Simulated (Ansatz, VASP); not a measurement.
# PtS2: VASP beside Ansatz

File INCAR:

```
PREC = Accurate
ENCUT = 600
EDIFF = 1E-7
ISMEAR = 0
SIGMA = 0.1
LREAL = False
LASPH = True
NELM = 80
ALGO = Normal
ISIF = 3
LWAVE = False
LCHARG = False
GGA = PE
IBRION = 2
NSW = 90
EDIFFG = -0.04
```

KPOINTS

```
regular mesh
0
Gamma
  4 4 2
```

POSCAR

```
PtS2
1.0
    3.8815511900      0.0000000000      0.0000000000
    0.0000000000      3.8815511900      0.0000000000
    0.0000000000      0.0000000000      8.7645526500
Pt S
2 4
Direct
    0.5000000000      0.0000000000      0.0000000000
    0.0000000000      0.5000000000      0.5000000000
    0.5000000000      0.5000000000      0.8938480700
    0.5000000000      0.5000000000      0.6061519300
    0.5000000000      0.5000000000      0.1061519300
    0.5000000000      0.5000000000      0.3938480700
```

Input for Ansatz:

```yaml
crystal:
  lattice:
    - [3.88155119, 0.0, 0.0]
    - [0.0, 3.88155119, 0.0]
    - [0.0, 0.0, 8.76455265]
  atoms:
    - { symbol: Pt, position: [0.5, 0.0, 0.0] }
    - { symbol: Pt, position: [0.0, 0.5, 0.5] }
    - { symbol: S, position: [0.5, 0.5, 0.89384807] }
    - { symbol: S, position: [0.5, 0.5, 0.60615193] }
    - { symbol: S, position: [0.5, 0.5, 0.10615193] }
    - { symbol: S, position: [0.5, 0.5, 0.39384807] }
basis:
  ecutwfc: 420
kpoints:
  mp_grid: { grid: [4, 4, 2] }
hamiltonian:
  xc: pbe
scf:
  occupations: { method: gaussian, width: 0.1 }
  lower_state_search: "off"
output:
  forces: true
  stress: true
  eigenvalues: true
relax:
  adjacent_minimum: "off"
  f_tol: 0.04
  max_steps: 70
  cell: { stress_tol: 0.4 }
```

Alike in both runs: task relaxation of cell and atoms; functional PBE; k mesh 4 × 4 × 2; occupations gaussian, width 0.1 eV; no spin polarisation.

|  | VASP | Ansatz |
| --- | --- | --- |
| version | VASP 6.6.1 | Ansatz 0.2.0 |
| potentials or method | VASP PAW PBE potentials, release 64 (Pt, S), cutoff 600 eV | scalar-relativistic, plane waves, PAW |
| valence electrons in the cell | 44 | 60 |

```csv
,VASP,Ansatz,Ansatz less VASP
"gap on the k mesh at the Fermi level, each at its own relaxed structure (eV)",none,none,-
relaxed volume (Å³/atom),22.58,22.62,+0.039
relaxed cell length with the largest relative difference (Å),9.661,9.681,+0.0195
```

A gap of «none» marks a metal or a gap that the smearing closes. VASP's potentials hold 44 valence electrons a cell and Ansatz's 60, so a difference there can come from the potentials and not from the codes.

The k mesh is coarse, so the values compare programs but aren't converged. Neither program's run includes spin-orbit coupling.
